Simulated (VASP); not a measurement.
# SiSn2Ge3 (P6mm) in VASP: notebook, part 2 of 2

VASP 6.6.1. The steps go on from the part before.

## 4. Single point, PBE

This run uses another cell than the first one, of 24.68 Å³/atom, 1.234 times its volume.

The input, INCAR:

```
SYSTEM = SiSn2Ge3
  ALGO = Normal
  EDIFF = 1E-6
  ENCUT = 520
  GGA = PE
  ISIF = 2
  ISMEAR = 0
  LASPH = .True.
  LCHARG = .False.
  LREAL = .False.
  LWAVE = .False.
  NBANDS = 46
  NELM = 100
  PREC = Accurate
  SIGMA = 0.1
```

The input, KPOINTS:

```
k-points
0
Gamma
  6 6 4
  0 0 0
```

The input, POSCAR:

```
SiSn2Ge3
1.0
    5.5866505134      0.0000000000      0.0000000000
   -2.7933252567      4.8381812667      0.0000000000
    0.0000000000      0.0000000000      5.4783669902
Si Sn Ge
1 2 3
Direct
    0.0000000000      0.0000000000      0.6563124997
    0.6666666667      0.3333333333      1.0119828320
    0.3333333333      0.6666666667      1.0119828320
    0.5000000000      0.5000000000      0.5044529287
    0.5000000000      0.0000000000      0.5044529287
    0.0000000000      0.5000000000      0.5044529287
```

The run is started by

```console
cat potpaw_PBE.64/Si/POTCAR potpaw_PBE.64/Sn_d/POTCAR potpaw_PBE.64/Ge_d/POTCAR > POTCAR
mpirun -np 1 vasp_std > vasp.out
```

Wall time 2.5 min (1 thread of Intel Xeon 6975P-C (Granite Rapids), shared host); peak memory 0.32 GiB.

Results (log left out):

```yaml
Free_energy: -24.0550 eV
Pressure: -0.2 GPa
Largest_force: 0.024 eV/Å
Band_gap_on_the_k_mesh: zero (band 37 reaches 6.47 eV, above the bottom of band 38 at 5.80 eV)
```

Forces in eV/Å, atoms in the order of the input:
```
Si   0.000  0.000 -0.024
Sn   0.000  0.000 -0.002
Sn   0.000  0.000 -0.002
Ge   0.000  0.000  0.010
Ge   0.000  0.000  0.010
Ge   0.000  0.000  0.010
```

Stress tensor (GPa, compression positive):
```
-0.30  0.00  0.00
 0.00 -0.30  0.00
 0.00  0.00 -0.04
```

Levels at points of the mesh, in eV from the Fermi level:
```csv
k point,band 33,band 34,band 35,band 36,band 37,band 38,band 39,band 40,band 41,band 42
"(0.00, 0.00, 0.00)",-4.17,-4.13,-2.27,-0.41,-0.41,0.61,0.69,0.69,0.90,2.35
"(0.50, 0.00, 0.00)",-2.92,-1.71,-1.16,-1.11,-0.77,0.08,0.16,0.53,1.68,2.15
"(0.00, 0.00, 0.50)",-3.99,-3.99,-2.54,-2.54,-0.52,0.36,0.55,0.55,1.59,4.42
"(0.50, 0.00, 0.50)",-2.71,-0.73,-0.67,-0.10,0.48,0.94,1.25,1.84,2.03,2.60
```

Caveat: spin-orbit coupling is left out, which moves the levels of the heavy elements.

## 5. Relaxation of cell and atoms, PBE

The input, INCAR:

```
PREC = Accurate
ENCUT = 600
EDIFF = 1E-6
ISMEAR = 0
SIGMA = 0.1
LREAL = False
LASPH = True
NELM = 100
ALGO = Normal
ISIF = 3
LWAVE = False
LCHARG = False
GGA = PE
IBRION = 2
NSW = 90
EDIFFG = -0.04
```

The input, KPOINTS:

```
Automatic mesh
0
Gamma
  3 3 4
```

The input, POSCAR:

```
SiSn2Ge3
1.0
    5.8221384300      0.0000000000      0.0000000000
   -2.9110692100      5.0421197800      0.0000000000
    0.0000000000      0.0000000000      4.0892927600
Si Sn Ge
1 2 3
Direct
    0.0000000000      0.0000000000      0.8888130200
    0.6666666700      0.3333333300      0.9631379800
    0.3333333300      0.6666666700      0.9631379800
    0.5000000000      0.5000000000      0.4595159900
    0.5000000000      0.0000000000      0.4595159900
    0.0000000000      0.5000000000      0.4595159900
```

The run is started by

```console
cat potpaw_PBE.64/Si/POTCAR potpaw_PBE.64/Sn_d/POTCAR potpaw_PBE.64/Ge_d/POTCAR > POTCAR
mpirun -np 1 vasp_std > vasp.out
```

Run time: 26 min. Hardware: 1 thread of Intel Xeon 6975P-C (Granite Rapids), shared host; peak memory 0.31 GiB.

Results (log left out):

```yaml
Free_energy: -24.4726 eV
Relaxed_volume: 25.20 Å³/atom
Relaxed_cell: a = 5.417 Å, b = 5.417 Å, c = 5.949 Å, α = 90.00°, β = 90.00°, γ = 120.00°
Space_group_after_relaxing_to_0.05_Å: P6mm (No. 183)
Energy_gained_by_relaxing: 640.5 meV/atom
Ionic_steps: 35
Pressure_after_relaxing: 0.1 GPa
Largest_force_after_relaxing: 0.027 eV/Å
Band_gap_on_the_k_mesh: zero (band 37 reaches 6.01 eV, above the bottom of band 38 at 5.41 eV)
```

Forces in eV/Å, atoms in the order of the input:
```
Si   0.000  0.000 -0.027
Sn   0.000  0.000 -0.008
Sn   0.000  0.000 -0.008
Ge   0.000  0.000  0.014
Ge   0.000  0.000  0.014
Ge   0.000  0.000  0.014
```

Stress tensor (GPa, compression positive):
```
 0.14  0.00  0.00
 0.00  0.14  0.00
 0.00  0.00 -0.09
```

The path:
```csv
step,energy change (eV),largest force (eV/Å),pressure (GPa),volume (Å³)
1,0.0000,0.1043,20.57,120.04
2,-1.8733,0.1457,-4.07,170.07
3,-2.0105,0.0579,-0.65,155.44
4,-2.0137,0.0718,-1.31,157.73
5,-2.4272,0.1178,-2.26,156.21
6,-3.0888,0.3822,-2.75,151.57
7,-3.1480,0.4940,2.02,138.49
8,-3.1782,0.4490,0.06,143.03
9,-3.2059,0.4315,0.48,142.16
10,-3.2088,0.4170,0.72,141.76
11,-3.2304,0.4185,0.28,142.99
12,-3.2643,0.3914,-0.86,146.72
13,-3.2889,0.4002,-0.72,146.46
14,-3.3472,0.4317,-0.29,145.66
15,-3.4440,0.6048,0.70,143.89
16,-3.6505,0.2872,4.12,139.72
17,-3.6628,0.2729,4.15,140.09
18,-3.6875,0.2803,3.99,141.17
19,-3.6898,0.3866,3.51,143.27
20,-3.6958,0.3505,3.73,142.25
21,-3.7234,0.2928,3.22,143.36
22,-3.7847,0.1395,1.73,146.71
23,-3.8149,0.1888,-0.75,153.56
24,-3.8185,0.1707,-0.24,151.93
25,-3.8235,0.1686,-0.18,151.97
26,-3.8345,0.1442,-0.31,152.10
27,-3.8346,0.0888,-0.54,152.30
28,-3.8382,0.1142,-0.48,152.21
29,-3.8405,0.0947,-0.15,151.30
30,-3.8408,0.0778,0.13,150.51
31,-3.8409,0.0829,0.08,150.73
32,-3.8409,0.0838,0.04,150.79
33,-3.8412,0.0774,0.01,150.83
34,-3.8420,0.0608,0.05,150.95
35,-3.8427,0.0273,0.06,151.18
```

Final structure:
```xyz
6
Lattice="5.4170 0.0000 0.0000 -2.7085 4.6913 0.0000 0.0000 0.0000 5.9489" Properties=species:S:1:pos:R:3 pbc="T T T"
Si    0.0000    0.0000    4.0413
Sn    2.7085    1.5638    5.8089
Sn    0.0000    3.1275    5.8089
Ge    1.3542    2.3456    3.0962
Ge    2.7085    0.0000    3.0962
Ge   -1.3542    2.3456    3.0962
```

Levels at points of the mesh, in eV from the Fermi level:
| k point | band 33 | band 34 | band 35 | band 36 | band 37 | band 38 | band 39 | band 40 | band 41 | band 42 |
| --- | --- | --- | --- | --- | --- | --- | --- | --- | --- | --- |
| (0.00, 0.00, 0.00) | -4.43 | -4.17 | -2.89 | -1.05 | -1.05 | 0.49 | 1.00 | 1.08 | 1.08 | 1.55 |
| (0.00, 0.00, 0.50) | -4.35 | -4.11 | -2.24 | -2.24 | -1.50 | -0.50 | 0.61 | 0.61 | 0.85 | 3.48 |

Caveat: the k points lie up to 0.45 Å⁻¹ apart in the final cell; the volume moved by over 15 % at a fixed basis, so the end points are rough; spin-orbit coupling is left out, which moves the levels of the heavy elements.

## 6. Relaxation of cell and atoms, PBE

This run uses another cell than the first one, of 24.74 Å³/atom, 1.237 times its volume.

The input, INCAR:

```
PREC = Accurate ; ENCUT = 600
EDIFF = 1E-6 ; ISMEAR = 0
SIGMA = 0.1 ; LREAL = False
LASPH = True ; NELM = 60
ALGO = Normal ; ISIF = 3
LWAVE = False ; LCHARG = False
GGA = PE ; IBRION = 2
NSW = 90 ; EDIFFG = -0.04
```

The input, KPOINTS:

```
regular mesh
0
Gamma
  6 6 4
```

The input, POSCAR:

```
SiSn2Ge3
1.0
    5.4695348119      0.0000000000      0.0000000000
   -2.7347674059      4.7367560940      0.0000000000
    0.0000000000      0.0000000000      5.7296204920
Si Sn Ge
1 2 3
Direct
    0.0000000000      0.0000000000      0.6624597501
    0.6666666667      0.3333333333      0.9979449957
    0.3333333333      0.6666666667      0.9979449957
    0.5000000000      0.5000000000      0.5117624028
    0.5000000000      0.0000000000      0.5117624028
    0.0000000000      0.5000000000      0.5117624028
```

Potentials or basis: VASP PAW PBE potentials, release 64 (Si, Sn_d, Ge_d).

The run is started by

```console
cat potpaw_PBE.64/Si/POTCAR potpaw_PBE.64/Sn_d/POTCAR potpaw_PBE.64/Ge_d/POTCAR > POTCAR
mpirun -np 1 vasp_std > vasp.out
```

OUTCAR:

```text
PREC = Accurate
   ENCUT = 600
   EDIFF = 1E-6
   ISMEAR = 0
   LREAL = False
   LASPH = True
   NELM = 60
   ISIF = 3
   GGA = PE
   IBRION = 2
   NSW = 90
   EDIFFG = -0.04

 ion  position               nearest neighbor table
   1  0.000  0.000  0.662-   6 2.87   6 2.87   5 2.87   5 2.87   4 2.87   4 2.87
   2  0.667  0.333  0.998-   3 3.16   3 3.16   3 3.16   5 3.20   6 3.20   4 3.20
   3  0.333  0.667  0.998-   2 3.16   2 3.16   2 3.16   5 3.20   6 3.20   4 3.20
   4  0.500  0.500  0.512-   5 2.73   5 2.73   6 2.73   6 2.73   1 2.87   1 2.87   3 3.20   2 3.20

   5  0.500  0.000  0.512-   4 2.73   4 2.73   6 2.73   6 2.73   1 2.87   1 2.87   3 3.20   2 3.20

   6  0.000  0.500  0.512-   4 2.73   4 2.73   5 2.73   5 2.73   1 2.87   1 2.87   3 3.20   2 3.20

  LATTYP: Found a hexagonal cell.
 ALAT       =     5.4695348119
 C/A-ratio  =     1.0475517003

  Lattice vectors:

 A1 = (   5.4695348119,   0.0000000000,   0.0000000000)
 A2 = (  -2.7347674059,   4.7367560940,   0.0000000000)
 A3 = (   0.0000000000,   0.0000000000,   5.7296204920)

Analysis of symmetry for initial positions (statically):
=====================================================================
 Subroutine PRICEL returns:
 Original cell was already a primitive cell.

 Routine SETGRP: Setting up the symmetry group for a
 hexagonal supercell.

 Subroutine GETGRP returns: Found 12 space group operations
 (whereof 12 operations were pure point group operations)
 out of a pool of 24 trial point group operations.
[... 281 lines left out ...]
  FREE ENERGIE OF THE ION-ELECTRON SYSTEM (eV)
  ---------------------------------------------------
  free  energy   TOTEN  =       -24.0032138573 eV

  energy  without entropy=      -23.9811284071  energy(sigma->0) =      -23.99217113

 E-fermi :   6.2246     XC(G=0): -10.0842

 val. band max:        6.1968799802   @ k =   0.3333   0.3333   0.2500
 cond. band min:       6.2311616025   @ k =   0.5000   0.0000   0.0000
 fundamental gap:      0.0342816224
 Fermi energy:         6.2246203432

 k-point     1 :       0.0000    0.0000    0.0000
  band No.  band energies     occupation
      1     -18.5694      2.00000
      2     -18.5374      2.00000
      3     -18.5374      2.00000
      4     -18.5126      2.00000
      5     -18.4707      2.00000
      6     -18.4670      2.00000
[... 976 lines left out ...]
     43       9.2951      0.00000
     44       9.2951      0.00000

[... ionic steps 4 to 10 ...]

--------------------------------------- Ionic step       11  -------------------------------------------

 number of electron      73.9999989 magnetization

------------------------ aborting loop because EDIFF is reached ----------------------------------------
[... 75 lines left out ...]
--------------------------------------- Ionic step       13  -------------------------------------------

 number of electron      73.9999957 magnetization

 Free energy of the ion-electron system (eV)
  ---------------------------------------------------
  ext. energy  EPLUGINS =         0.00000000
  ---------------------------------------------------
  free energy    TOTEN  =       -24.05501392 eV

  energy without entropy =      -24.03644928  energy(sigma->0) =      -24.04573160

 E-fermi :   5.9620     XC(G=0):  -9.9368

 val. band max:        5.9308128433   @ k =   0.1667   0.0000   0.0000
 cond. band min:       5.9739162859   @ k =   0.3333   0.1667   0.5000
 fundamental gap:      0.0431034426
 Fermi energy:         5.9619910980

 k-point     1 :       0.0000    0.0000    0.0000
  band No.  band energies     occupation
      1     -18.8717      2.00000
      2     -18.8396      2.00000
      3     -18.8396      2.00000
      4     -18.8147      2.00000
      5     -18.7765      2.00000
      6     -18.7717      2.00000
[... 1009 lines left out ...]
  FREE ENERGIE OF THE ION-ELECTRON SYSTEM (eV)
  ---------------------------------------------------
  free  energy   TOTEN  =       -24.0550139187 eV

  energy  without entropy=      -24.0364492780  energy(sigma->0) =      -24.04573160

 reached required accuracy - stopping structural energy minimisation
```

OSZICAR:

```text
N       E                     dE             d eps       ncg     rms          rms(c)
DAV:   1     0.799544952701E+03    0.79954E+03   -0.39611E+04  2084   0.403E+03
DAV:   2     0.145415713130E+03   -0.65413E+03   -0.64162E+03  1848   0.964E+02
DAV:   3    -0.107438487716E+02   -0.15616E+03   -0.15360E+03  1960   0.271E+02
DAV:   4    -0.238274986964E+02   -0.13084E+02   -0.12849E+02  2172   0.851E+01
[... 114 lines left out ...]
DAV:   3    -0.240551517648E+02    0.19618E-02   -0.59959E-03  2372   0.728E-01    0.681E-02
DAV:   4    -0.240550534865E+02    0.98278E-04   -0.50636E-04  2104   0.188E-01    0.356E-02
DAV:   5    -0.240550171709E+02    0.36316E-04   -0.40051E-05  2392   0.494E-02    0.134E-02
DAV:   6    -0.240550140333E+02    0.31376E-05   -0.52422E-06  1924   0.236E-02    0.400E-03
DAV:   7    -0.240550139187E+02    0.11457E-06   -0.40652E-07  1072   0.585E-03
  13 F= -.24055014E+02 E0= -.24045732E+02  d E =-.513184E-02
```

CONTCAR:

```text
SiSn2Ge3
   1.00000000000000
     5.5839198161193933    0.0000000000012050   -0.0000000000000000
    -2.7919599080076076    4.8358164134660884    0.0000000000000000
    -0.0000000000000000    0.0000000000000000    5.4881490663356649
  Si              Sn              Ge
     1     2     3
Direct
     1.0000000000000000    0.0000000000000000    0.6581069778395656
     0.6666666667000030    0.3333333332999970    0.0107580716956415
     0.3333333332999970    0.6666666667000030    0.0107580716956415
     0.5000000000000000    0.5000000000000000    0.5046712762230540
     0.5000000000000000    0.0000000000000000    0.5046712762230540
     0.0000000000000000    0.5000000000000000    0.5046712762230540

  0.00000000E+00  0.00000000E+00  0.00000000E+00
  0.00000000E+00  0.00000000E+00  0.00000000E+00
  0.00000000E+00  0.00000000E+00  0.00000000E+00
  0.00000000E+00  0.00000000E+00  0.00000000E+00
  0.00000000E+00  0.00000000E+00  0.00000000E+00
  0.00000000E+00  0.00000000E+00  0.00000000E+00
```

It took 22 min on 1 thread of Intel Xeon 6975P-C (Granite Rapids), shared host; peak memory 0.43 GiB.

Results:

```yaml
Free_energy: -24.0550 eV
Relaxed_volume: 24.70 Å³/atom
Relaxed_cell: a = 5.584 Å, b = 5.584 Å, c = 5.488 Å, α = 90.00°, β = 90.00°, γ = 120.00°
Space_group_after_relaxing_to_0.05_Å: P6mm (No. 183)
Energy_gained_by_relaxing: 10.9 meV/atom
Ionic_steps: 13
Pressure_after_relaxing: -0.2 GPa
Largest_force_after_relaxing: 0.031 eV/Å
Band_gap_on_the_k_mesh: zero (band 37 reaches 6.46 eV, above the bottom of band 38 at 5.81 eV)
```

Forces in eV/Å, atoms in the order of the input:
```
Si   0.000  0.000 -0.031
Sn   0.000  0.000  0.014
Sn   0.000  0.000  0.014
Ge   0.000  0.000  0.001
Ge   0.000  0.000  0.001
Ge   0.000  0.000  0.001
```

Stress tensor (GPa, compression positive):
```
-0.24  0.00  0.00
 0.00 -0.24  0.00
 0.00  0.00 -0.13
```

The path:
| step | energy change (eV) | largest force (eV/Å) | pressure (GPa) | volume (Å³) |
| --- | --- | --- | --- | --- |
| 1 | 0.0000 | 0.1774 | 0.48 | 148.44 |
| 2 | -0.0110 | 0.1304 | -0.20 | 150.05 |
| 3 | -0.0137 | 0.1034 | -0.55 | 151.08 |
| 4 | -0.0239 | 0.1004 | -0.51 | 150.38 |
| 5 | -0.0532 | 0.0614 | -0.16 | 148.26 |
| 6 | -0.0101 | 0.1924 | 1.21 | 143.92 |
| 7 | -0.0594 | 0.0752 | 0.06 | 147.24 |
| 8 | -0.0596 | 0.0803 | 0.09 | 147.03 |
| 9 | -0.0603 | 0.0869 | -0.01 | 147.34 |
| 10 | -0.0603 | 0.0873 | 0.00 | 147.34 |
| 11 | -0.0611 | 0.0818 | -0.03 | 147.42 |
| 12 | -0.0632 | 0.0662 | -0.10 | 147.68 |
| 13 | -0.0655 | 0.0309 | -0.21 | 148.20 |

Final structure:
```xyz
6
Lattice="5.5839 0.0000 0.0000 -2.7920 4.8358 0.0000 0.0000 0.0000 5.4881" Properties=species:S:1:pos:R:3 pbc="T T T"
Si    5.5839    0.0000    3.6118
Sn    2.7920    1.6119    0.0590
Sn    0.0000    3.2239    0.0590
Ge    1.3960    2.4179    2.7697
Ge    2.7920    0.0000    2.7697
Ge   -1.3960    2.4179    2.7697
```

Caveat: spin-orbit coupling is left out, which moves the levels of the heavy elements.

## 7. Single point, PBE

This run uses another cell than the first one, of 24.58 Å³/atom, 1.228 times its volume.

The input, INCAR:

```
SYSTEM = SiSn2Ge3
PREC = Accurate ; ENCUT = 520
EDIFF = 1E-6 ; ISMEAR = 0
SIGMA = 0.1 ; LREAL = .False.
LASPH = .True. ; NELM = 100
ALGO = Normal ; ISIF = 2
LWAVE = .False. ; LCHARG = .False.
GGA = PE ; NBANDS = 46
```

The input, KPOINTS:

```
Automatic mesh
0
Gamma
  12 12 8
  0 0 0
```

The input, POSCAR:

```
SiSn2Ge3
1.0
    5.5341052255      0.0000000000      0.0000000000
   -2.7670526127      4.7926757125      0.0000000000
    0.0000000000      0.0000000000      5.5597581705
Si Sn Ge
1 2 3
Direct
    0.0000000000      0.0000000000      0.6652486966
    0.6666666667      0.3333333333      0.0078454051
    0.3333333333      0.6666666667      0.0078454051
    0.5000000000      0.5000000000      0.5042324810
    0.5000000000      0.0000000000      0.5042324810
    0.0000000000      0.5000000000      0.5042324810
```

Potentials or basis: VASP PAW PBE potentials, release 64 (Si, Sn_d, Ge_d).

The run is started by

```console
cat potpaw_PBE.64/Si/POTCAR potpaw_PBE.64/Sn_d/POTCAR potpaw_PBE.64/Ge_d/POTCAR > POTCAR
mpirun -np 1 vasp_std > vasp.out
```

OUTCAR:

```text
SYSTEM = SiSn2Ge3
   PREC = Accurate
   ENCUT = 520
   EDIFF = 1E-6
   ISMEAR = 0
   LREAL = .False.
   LASPH = .True.
   NELM = 100
   ISIF = 2
   GGA = PE

 ion  position               nearest neighbor table
   1  0.000  0.000  0.665-   6 2.91   6 2.91   5 2.91   5 2.91   4 2.91   4 2.91
   2  0.667  0.333  0.008-   5 3.19   6 3.19   4 3.19   3 3.20   3 3.20   3 3.20   5 3.22   6 3.22
                             4 3.22
   3  0.333  0.667  0.008-   5 3.19   6 3.19   4 3.19   2 3.20   2 3.20   2 3.20   5 3.22   6 3.22
                             4 3.22
[... 1391 lines left out ...]
  Total        0.0192420      0.0192420     -0.0187327      0.0000000      0.0000000      0.0000000
  in kB        0.2090643      0.2090643     -0.2035305      0.0000000      0.0000000      0.0000000
  external PRESSURE =       0.0715327 kB  Pullay stress =       0.0000000 kB

 VOLUME and BASIS-vectors are now :
 -----------------------------------------------------------------------------
  energy-cutoff  :      520.00
  volume of cell :      147.46
      direct lattice vectors                 reciprocal lattice vectors
     5.534105226  0.000000000  0.000000000     0.180697684  0.104325857  0.000000000
    -2.767052613  4.792675713  0.000000000     0.000000000  0.208651714  0.000000000
     0.000000000  0.000000000  5.559758171     0.000000000  0.000000000  0.179863938

 POSITION                                       TOTAL-FORCE (eV/Angst)
 -----------------------------------------------------------------------------------
      0.00000      0.00000      3.69862        -0.000000     -0.000000      0.004144
      2.76705      1.59756      0.04362         0.000000      0.000000      0.000441
     -0.00000      3.19512      0.04362        -0.000000     -0.000000      0.000441
      1.38353      2.39634      2.80341        -0.000000      0.000000     -0.001675
      2.76705      0.00000      2.80341        -0.000000     -0.000000     -0.001675
     -1.38353      2.39634      2.80341        -0.000000     -0.000000     -0.001675
 -----------------------------------------------------------------------------------
    total drift:                               -0.000000     -0.000000      0.002821

  FREE ENERGIE OF THE ION-ELECTRON SYSTEM (eV)
  ---------------------------------------------------
  free  energy   TOTEN  =       -24.1286963438 eV

  energy  without entropy=      -24.1138380178  energy(sigma->0) =      -24.12126718
```

It took 13 min on 1 thread of Oxide Virtual Turin-like, shared host; peak memory 0.6 GiB.

What came out:

```yaml
Free_energy: -24.1287 eV
Pressure: 0.0 GPa
Largest_force: 0.004 eV/Å
Band_gap_on_the_k_mesh: zero (band 37 reaches 6.91 eV, above the bottom of band 38 at 5.59 eV)
```

Forces in eV/Å, atoms in the order of the input:
```
Si   0.000  0.000  0.004
Sn   0.000  0.000  0.000
Sn   0.000  0.000  0.000
Ge   0.000  0.000 -0.002
Ge   0.000  0.000 -0.002
Ge   0.000  0.000 -0.002
```

Caveat: spin-orbit coupling is left out, which moves the levels of the heavy elements.

## 8. Summary

```tsv
task	cell	k mesh	cutoff (eV)	gap on the mesh (eV)	pressure (GPa)	relaxed volume (Å³/atom)	largest force (eV/Å)
single point	a = 5.822, b = 5.822, c = 4.089 Å, angles 90.0, 90.0, 120.0°, 6 atoms	3 × 3 × 4	520	none	20.5	-	0.10
single point	a = 5.470, b = 5.470, c = 5.730 Å, angles 90.0, 90.0, 120.0°, 6 atoms	3 × 3 × 4	520	none	-0.1	-	0.02
single point	a = 5.587, b = 5.587, c = 5.478 Å, angles 90.0, 90.0, 120.0°, 6 atoms	6 × 6 × 4	520	none	-0.2	-	0.02
relaxation of cell and atoms	relaxed from a = 5.822, b = 5.822, c = 4.089 Å, angles 90.0, 90.0, 120.0°, 6 atoms	3 × 3 × 4	600	none	0.1	25.20	0.03
relaxation of cell and atoms	relaxed from a = 5.470, b = 5.470, c = 5.730 Å, angles 90.0, 90.0, 120.0°, 6 atoms	6 × 6 × 4	600	none	-0.2	24.70	0.03
single point	a = 5.534, b = 5.534, c = 5.560 Å, angles 90.0, 90.0, 120.0°, 6 atoms	12 × 12 × 8	520	none	0.0	-	-
```

Alike in all rows: level PBE; potentials or basis VASP PAW PBE potentials, release 64 (Si, Sn_d, Ge_d); no spin polarisation; smearing gaussian 0.1 eV.

Caveats: some runs use coarse meshes; spin-orbit coupling is left out, which moves the levels of the heavy elements; the volume moved by over 15 % at a fixed basis, so the end points are rough (some runs).

Total energies depend on the potentials used, so only differences within one code and one set of settings carry meaning.
